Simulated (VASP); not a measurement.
A run of VASP 6.6.1:

Contents of INCAR:

```
SYSTEM = BiB
PREC     = Accurate       ! precision mode
ENCUT    = 520            ! plane-wave cutoff, eV
EDIFF    = 1E-7           ! SCF threshold, eV
ISMEAR   = -1             ! smearing method
SIGMA    = 0.02           ! smearing width, eV
LREAL    = .False.        ! projectors in reciprocal space
LASPH    = .True.         ! aspherical terms in the spheres
NELM     = 60             ! most SCF steps
ALGO     = Normal         ! electronic algorithm
ISIF     = 2              ! what is computed and relaxed
LWAVE    = .False.        ! write WAVECAR
LCHARG   = .False.        ! write CHGCAR
GGA      = CA             ! functional
NBANDS   = 16             ! bands
```

KPOINTS

```
regular mesh
0
Gamma
  8 8 8
  0 0 0
```

File POSCAR:

```
BiB
1.0
    0.0000000000      2.7052361344      2.7052361344
    2.7052361344      0.0000000000      2.7052361344
    2.7052361344      2.7052361344      0.0000000000
B Bi
1 1
Direct
    0.0000000000      0.0000000000      0.0000000000
    0.2500000000      0.2500000000      0.2500000000
```

Potentials or basis: VASP PAW LDA potentials, release 64 (B, Bi_d).

Run with:

```bash
$ cat potpaw_LDA.64/B/POTCAR potpaw_LDA.64/Bi_d/POTCAR > POTCAR
$ mpirun -np 1 vasp_std > vasp.out
```

Hardware: 1 thread of Intel(R) Xeon(R) Platinum 8488C (Sapphire Rapids) (shared host).

**Question.** Estimate the wall time of this run.

**Answer.** It took 17 s on 1 thread of Intel(R) Xeon(R) Platinum 8488C (Sapphire Rapids), with other jobs on the host, peak memory 0.14 GiB. Counts: scf iterations 13, k points 29.
